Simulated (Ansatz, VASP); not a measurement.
# One calculation of SiO2, two programs

File INCAR:

```
PREC     = Accurate       # precision mode
ENCUT    = 520            # plane-wave cutoff, eV
EDIFF    = 1E-6           # SCF threshold, eV
ISMEAR   = 0              # smearing method
SIGMA    = 0.1            # smearing width, eV
LREAL    = F              # projectors in reciprocal space
LASPH    = T              # aspherical terms in the spheres
NELM     = 80             # most SCF steps
ALGO     = Normal         # electronic algorithm
ISIF     = 2              # what is computed and relaxed
LWAVE    = F              # write WAVECAR
LCHARG   = F              # write CHGCAR
LDIPOL   = T            
IDIPOL   = 3            
DIPOL    = 0.5 0.5 0.500
GGA      = PE             # functional
IVDW     = 12             # dispersion correction
NBANDS   = 25             # bands
```

The input KPOINTS:

```
regular mesh
0
Gamma
  4 4 1
```

Contents of POSCAR:

```
SiO2
1.0
    3.7925757000      0.0000000000      0.0000000000
    0.0000000000      3.7925757000      0.0000000000
    0.0000000000      0.0000000000     18.0000000000
Si O
2 4
Direct
    0.0000000000      0.0000000000      0.4039397600
    0.0000000000      0.0000000000      0.5947916700
    0.0000000000      0.5000000000      0.4052083300
    0.5000000000      0.0000000000      0.4052083300
    0.0000000000      0.5000000000      0.5960602400
    0.5000000000      0.0000000000      0.5960602400
```

Input for Ansatz:

```yaml
crystal:
  lattice:
    - [3.7925757, 0.0, 0.0]
    - [0.0, 3.7925757, 0.0]
    - [0.0, 0.0, 18.0]
  atoms:
    - { symbol: Si, position: [0.0, 0.0, 0.40393976] }
    - { symbol: Si, position: [0.0, 0.0, 0.59479167] }
    - { symbol: O, position: [0.0, 0.5, 0.40520833] }
    - { symbol: O, position: [0.5, 0.0, 0.40520833] }
    - { symbol: O, position: [0.0, 0.5, 0.59606024] }
    - { symbol: O, position: [0.5, 0.0, 0.59606024] }
  periodic: [true, true, false]
basis:
  ecutwfc: 420
kpoints:
  mp_grid: { grid: [4, 4, 1] }
hamiltonian:
  xc: pbe
  dispersion: d3bj
scf:
  occupations: { method: gaussian, width: 0.1 }
  lower_state_search: "off"
output:
  forces: true
  stress: true
  eigenvalues: true
```

Alike in both runs: task single point; functional PBE; dispersion D3(BJ); k mesh 4 × 4 × 1; occupations gaussian, width 0.1 eV; no spin polarisation.

|  | VASP | Ansatz |
| --- | --- | --- |
| version | VASP 6.6.1 | Ansatz 0.2.0 |
| potentials or method | VASP PAW PBE potentials, release 64 (Si, O), cutoff 520 eV | scalar-relativistic, plane waves, PAW |
| valence electrons in the cell | 32 | 32 |

|  | VASP | Ansatz | Ansatz less VASP |
| --- | --- | --- | --- |
| gap on the k mesh at the Fermi level (eV) | none | none | - |
| rms of the force components (eV/Å) | 0.095 | 0.095 | +0.0002 |

Atom by atom the forces differ by 0.001 eV/Å (rms over components). A gap of «none» marks a metal or a gap that the smearing closes. Ansatz's warnings: slab cell height set.

The k mesh is coarse, so the values compare programs but aren't converged.
